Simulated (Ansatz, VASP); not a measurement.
## Two plane-wave programs on Be3Te2O

```
Be Te O
1.0
     5.83666    0.00000    0.00000
    -2.91833    5.05469    0.00000
     0.00000    0.00000    3.39277
Be Te O
3 2 1
Direct
  0.26719 0.00000 0.00000
  0.00000 0.26719 0.00000
  0.73281 0.73281 0.00000
  0.33333 0.66667 0.50000
  0.66667 0.33333 0.50000
  0.00000 0.00000 0.00000
```

Alike in both runs: functional PBE; k mesh 3 × 3 × 3; occupations gaussian, width 0.15 eV; no spin polarisation.

Ansatz relaxed the structure, and its values are those at the end. VASP's run is a single point on that final structure, the one shown.

```csv
,VASP,Ansatz
version,VASP 6.6.1,Ansatz 0.2.0
potentials or method,"VASP PAW PBE potentials, release 64 (Be, Te, O), cutoff 600 eV","scalar-relativistic, plane waves, PAW"
valence electrons in the cell,24,44
```

```csv
,VASP,Ansatz,Ansatz less VASP
gap on the k mesh at the Fermi level (eV),none,none,-
pressure (GPa),0.2,0.2,-0.02
rms of the force components (eV/Å),0.014,0.007,-0.0078
```

A gap of «none» marks a metal or a gap that the smearing closes. VASP's potentials hold 24 valence electrons a cell and Ansatz's 44, so a difference there can come from the potentials and not from the codes.

The k mesh is coarse, so the values compare programs but aren't converged. Spin-orbit coupling is off throughout.
